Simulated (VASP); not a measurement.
Ag2O:

```xyz
6
Lattice="4.7180 0.0000 0.0000 0.0000 4.7180 0.0000 0.0000 0.0000 4.7180" Properties=species:S:1:pos:R:3 pbc="T T T"
Ag    1.1795    1.1795    1.1795
Ag    1.1795    3.5385    3.5385
Ag    3.5385    3.5385    1.1795
Ag    3.5385    1.1795    3.5385
O     0.0000    0.0000    0.0000
O     2.3590    2.3590    2.3590
```

| Item | Value |
| --- | --- |
| Program | VASP 6.6.1 |
| Task | relaxation of cell and atoms |
| Functional | LDA |
| Potentials or basis | VASP PAW LDA potentials, release 64 (Ag, O) |
| Cutoff | 600 eV |
| k mesh | 7 × 7 × 7 |
| Occupations | fermi-dirac, width 0.1 eV |
| Spin | no spin polarisation |

At the start: pressure -4.6 GPa; volume 17.50 Å³/atom.

**Question.** How do energy, volume and symmetry change on relaxing?

**Answer.** Over 3 steps the energy falls by 13.3 meV/atom and the volume is 16.63 Å³/atom (-5.0 %); space group Pn-3m (No. 224, to 0.1 Å) before and after.

Step by step:
```tsv
step	energy change (eV)	largest force (eV/Å)	pressure (GPa)	volume (Å³)
1	0.0000	0.0000	-4.63	105.02
2	-0.0629	0.0000	2.49	97.51
3	-0.0801	0.0000	0.00	99.77
```

Final structure:
```
Ag O
1.0
     4.63797    0.00000    0.00000
     0.00000    4.63797    0.00000
     0.00000    0.00000    4.63797
Ag O
4 2
Cartesian
  1.1595 1.1595 1.1595
  1.1595 3.4785 3.4785
  3.4785 3.4785 1.1595
  3.4785 1.1595 3.4785
  0.0000 0.0000 0.0000
  2.3190 2.3190 2.3190
```
